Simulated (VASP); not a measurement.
# In (P6_3/mmc) in VASP: a series of runs, part 2 of 2

VASP 6.6.1. Earlier steps stand in the parts before.

## 3. Single point, r2SCAN

This run uses another cell than the first one, of the same volume but with other edges.

The input, POSCAR:

```
In
1.0
    3.1388113537      0.0000000000      0.0000000000
   -1.5694056768      2.7182903700      0.0000000000
    0.0000000000      0.0000000000      6.2211623712
In
2
Direct
    0.3333333333      0.6666666667      0.2500000000
    0.6666666667      0.3333333333      0.7500000000
```

The input, INCAR.step1:

```
ALGO = Normal
EDIFF = 1E-4
ENCUT = 520
GGA = PE
ISMEAR = 0
LASPH = T
LCHARG = F
LREAL = F
LWAVE = T
NBANDS = 20
NELM = 100
PREC = Accurate
SIGMA = 0.15
```

The input, INCAR.step2:

```
ALGO = Normal
EDIFF = 1E-7
ENCUT = 520
ISIF = 2
ISMEAR = 0
ISTART = 1
LASPH = T
LCHARG = T
LELF = T
LMIXTAU = T
LREAL = F
LVHAR = T
LWAVE = F
METAGGA = R2SCAN
NBANDS = 20
NELM = 100
PREC = Accurate
SIGMA = 0.15
```

The input, KPOINTS:

```
k-points
0
Gamma
  18 18 10
```

Potentials or basis: VASP PAW PBE potentials, release 64 (In_d).

Started as:

```
> cat potpaw_PBE.64/In_d/POTCAR > POTCAR
> cp INCAR.step1 INCAR
> mpirun -np 1 vasp_std > vasp.out
> cp INCAR.step2 INCAR
> mpirun -np 1 vasp_std > vasp.out
```

OUTCAR:

```text
EDIFF = 1E-7
   ENCUT = 520
   ISIF = 2
   ISMEAR = 0
   ISTART = 1
   LASPH = T
   LREAL = F
   METAGGA = R2SCAN
   NELM = 100
   PREC = Accurate

 ion  position               nearest neighbor table
   1  0.333  0.667  0.250-   2 3.60   2 3.60   2 3.60   2 3.60   2 3.60   2 3.60
   2  0.667  0.333  0.750-   1 3.60   1 3.60   1 3.60   1 3.60   1 3.60   1 3.60

  LATTYP: Found a hexagonal cell.
 ALAT       =     3.1388113537
 C/A-ratio  =     1.9820121919

  Lattice vectors:

 A1 = (   3.1388113537,   0.0000000000,   0.0000000000)
 A2 = (  -1.5694056768,   2.7182903700,   0.0000000000)
 A3 = (   0.0000000000,   0.0000000000,   6.2211623712)

Analysis of symmetry for initial positions (statically):
=====================================================================
 Subroutine PRICEL returns:
 Original cell was already a primitive cell.

 Routine SETGRP: Setting up the symmetry group for a
 hexagonal supercell.

 Subroutine GETGRP returns: Found 24 space group operations
 (whereof 12 operations were pure point group operations)
 out of a pool of 24 trial point group operations.
[... 162 lines left out ...]
  free energy    TOTEN  =       -45.03518537 eV

  energy without entropy =      -45.02429320  energy(sigma->0) =      -45.02973929

 E-fermi :   7.3555     XC(G=0): -10.9542

 val. band max:        7.3120864086   @ k =   0.3889   0.0000   0.5000
 cond. band min:       7.3733071926   @ k =   0.3889   0.2222   0.0000
 fundamental gap:      0.0612207840
 Fermi energy:         7.3554905124

 k-point     1 :       0.0000    0.0000    0.0000
  band No.  band energies     occupation
      1      -8.0946      2.00000
      2      -8.0809      2.00000
      3      -7.9422      2.00000
      4      -7.9422      2.00000
      5      -7.9305      2.00000
      6      -7.9305      2.00000
[... 541 lines left out ...]
     19      17.0238      0.00000
     20      19.5046      0.00000

 [... further k-points ...]

------------------------ aborting loop because EDIFF is reached ----------------------------------------

  FORCE on cell =-STRESS in cart. coord.  units (eV):
  Direction    XX          YY          ZZ          XY          YZ          ZX
  --------------------------------------------------------------------------------------
  -------------------------------------------------------------------------------------
  Total        0.9948329      0.9948329     -0.6860014      0.0000000     -0.0000000      0.0000000
  in kB       30.0281197     30.0281197    -20.7063237      0.0000000     -0.0000000      0.0000000
  external PRESSURE =      13.1166386 kB  Pullay stress =       0.0000000 kB

 VOLUME and BASIS-vectors are now :
 -----------------------------------------------------------------------------
  energy-cutoff  :      520.00
  volume of cell :       53.08
      direct lattice vectors                 reciprocal lattice vectors
     3.138811354  0.000000000  0.000000000     0.318591940  0.183939143  0.000000000
    -1.569405677  2.718290370  0.000000000     0.000000000  0.367878285  0.000000000
     0.000000000  0.000000000  6.221162371     0.000000000  0.000000000  0.160741665

 POSITION                                       TOTAL-FORCE (eV/Angst)
 -----------------------------------------------------------------------------------
     -0.00000      1.81219      1.55529        -0.000000      0.000000      0.000000
      1.56941      0.90610      4.66587         0.000000     -0.000000      0.000000
 -----------------------------------------------------------------------------------
    total drift:                               -0.000000      0.000000     -0.000000

  FREE ENERGIE OF THE ION-ELECTRON SYSTEM (eV)
  ---------------------------------------------------
  free  energy   TOTEN  =       -45.0351853746 eV

  energy  without entropy=      -45.0242932023  energy(sigma->0) =      -45.02973929
```

OUTCAR.step1:

```text
EDIFF = 1E-4
   ENCUT = 520
   GGA = PE
   ISMEAR = 0
   LASPH = T
[... 776 lines left out ...]
 -----------------------------------------------------------------------------------
     -0.00000      1.81219      1.55529        -0.000000     -0.000000      0.000000
      1.56941      0.90610      4.66587         0.000000      0.000000      0.000000
 -----------------------------------------------------------------------------------
    total drift:                               -0.000000      0.000000     -0.000000

  FREE ENERGIE OF THE ION-ELECTRON SYSTEM (eV)
  ---------------------------------------------------
  free  energy   TOTEN  =        -4.9811470927 eV

  energy  without entropy=       -4.9696114634  energy(sigma->0) =       -4.97537928
```

It took 13 min on 1 thread of Intel Xeon Platinum 8488C (Sapphire Rapids), shared host; peak memory 0.3 GiB.

What came out:

| Quantity | Value |
| --- | --- |
| Free energy | -45.0352 eV |
| Pressure | 1.3 GPa |
| Band gap on the k mesh | zero (band 13 reaches 10.00 eV, above the bottom of band 14 at 4.55 eV) |

Caveat: the PAW data sets were made with another functional, which shifts forces and pressure a little; spin-orbit coupling is left out, which moves the levels of the heavy elements.
